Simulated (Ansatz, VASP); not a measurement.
## Two plane-wave programs on SnTe

The input POSCAR:

```
SnTe
1.0
    0.0000000000      3.0623949932      3.2053323446
    3.0623949932      0.0000000000      3.2053323446
    3.0623949932      3.0623949932      0.0000000000
Sn Te
1 1
Direct
    0.0000000000      0.0000000000      0.0000000000
    0.5000000000      0.5000000000      0.5000000000
```

INCAR.step1

```
SYSTEM = SnTe
ALGO = Normal
EDIFF = 1E-4
ENCUT = 520
GGA = PE
ISMEAR = 0
LASPH = .TRUE.
LCHARG = .FALSE.
LREAL = .FALSE.
LWAVE = .TRUE.
NBANDS = 17
NELM = 100
PREC = Accurate
SIGMA = 0.01
```

File INCAR.step2:

```
SYSTEM = SnTe
ALGO = Normal
EDIFF = 1E-7
ENCUT = 520
ISIF = 2
ISMEAR = 0
ISTART = 1
LASPH = .TRUE.
LCHARG = .FALSE.
LMIXTAU = .TRUE.
LREAL = .FALSE.
LWAVE = .FALSE.
METAGGA = R2SCAN
NBANDS = 17
NELM = 100
PREC = Accurate
SIGMA = 0.01
```

File KPOINTS:

```
k-points
0
G
  8 8 8
  0 0 0
```

Input for Ansatz:

```yaml
crystal:
  lattice:
    - [0.0, 3.0623949932, 3.2053323446]
    - [3.0623949932, 0.0, 3.2053323446]
    - [3.0623949932, 3.0623949932, 0.0]
  atoms:
    - { symbol: Sn, position: [0.0, 0.0, 0.0] }
    - { symbol: Te, position: [0.5, 0.5, 0.5] }
kpoints:
  mp_grid: { grid: [8, 8, 8] }
  band_path:
    path:
      - [0.0, 0.0, 0.0]
      - [0.5, 0.0, 0.5]
      - [0.625, 0.25, 0.625]
      - [0.375, 0.375, 0.75]
      - [0.5, 0.5, 0.5]
      - [0.5, 0.25, 0.75]
    npoints: 1
hamiltonian:
  xc: r2scan
scf:
  occupations: { method: fixed }
  n_extra_bands: 4
output:
  forces: true
  stress: true
  eigenvalues: true
```

Change from the starting cell: epitaxial_xy strain -4.0%.

Alike in both runs: task single point; functional r2SCAN; k mesh 8 × 8 × 8; no spin polarisation.

|  | VASP | Ansatz |
| --- | --- | --- |
| version | VASP 6.6.1 | Ansatz 0.2.0 |
| potentials or method | VASP PAW PBE potentials, release 64 (Sn_d, Te) | plane waves, PAW |
| plane-wave cutoff (eV) | 520 | 500 |
| occupations | gaussian, width 0.01 eV | fixed |
| valence electrons in the cell | 20 | 30 |

```csv
,VASP,Ansatz,Ansatz less VASP
gap on the k mesh at the Fermi level (eV),0.33,0.33,0.000
pressure (GPa),4.0,4.0,-0.01
"traceless stress, the component that is largest in VASP (GPa)",-4.39,-4.37,+0.016
```

VASP's potentials were made for PBE, not for r2SCAN. VASP's potentials hold 20 valence electrons a cell and Ansatz's 30, so a difference there can come from the potentials and not from the codes.

Neither program's run includes spin-orbit coupling.
